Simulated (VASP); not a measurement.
Input of a VASP 6.6.1 run:

File INCAR:

```
SYSTEM = Fe
  ALGO = Normal
  EDIFF = 1E-8
  ENCUT = 520
  GGA = PS
  ISIF = 2
  ISMEAR = -1
  LASPH = .True.
  LCHARG = .False.
  LEFG = .True.
  LREAL = .False.
  LWAVE = .False.
  NBANDS = 15
  NELM = 60
  PREC = Accurate
  SIGMA = 0.08
```

The input KPOINTS:

```
k-points
0
Gamma
  17 17 10
  0 0 0
```

POSCAR

```
Fe
1.0
    2.4341575853      0.0000000000      0.0000000000
   -1.2170787927      2.1080423057      0.0000000000
    0.0000000000      0.0000000000      3.7266764359
Fe
2
Direct
    0.3333333333      0.6666666667      0.2500000000
    0.6666666667      0.3333333333      0.7500000000
```

Potentials or basis: VASP PAW PBE potentials, release 64 (Fe).

Run with:

```sh
$ cat potpaw_PBE.64/Fe/POTCAR > POTCAR
$ mpirun -np 1 vasp_std > vasp.out
```

Task: What does it give for the band gap on the k mesh?

Result: Zero (band 8 reaches 8.32 eV, above the bottom of band 9 at 6.34 eV).

Task: Estimate the pressure.

Result: 9.3 GPa.

Electric field gradients, principal values (V/Å²):
```
atom  least  middle  greatest (by size)
1 Fe  8.129   8.129             -16.258
2 Fe  8.129   8.129             -16.258
```

Caveat: the cell differs from its parent crystal (zz strain of -3 %); without QUAD_EFG the Cq values of the log hold for a quadrupole moment of 1 mb, not for the nuclei; the PAW data sets were made with another functional, which shifts forces and pressure a little; the run has no spin polarisation, though such a crystal can be magnetic. Spin polarisation is off, so any magnetic state and its effect on volume and gap are missing.
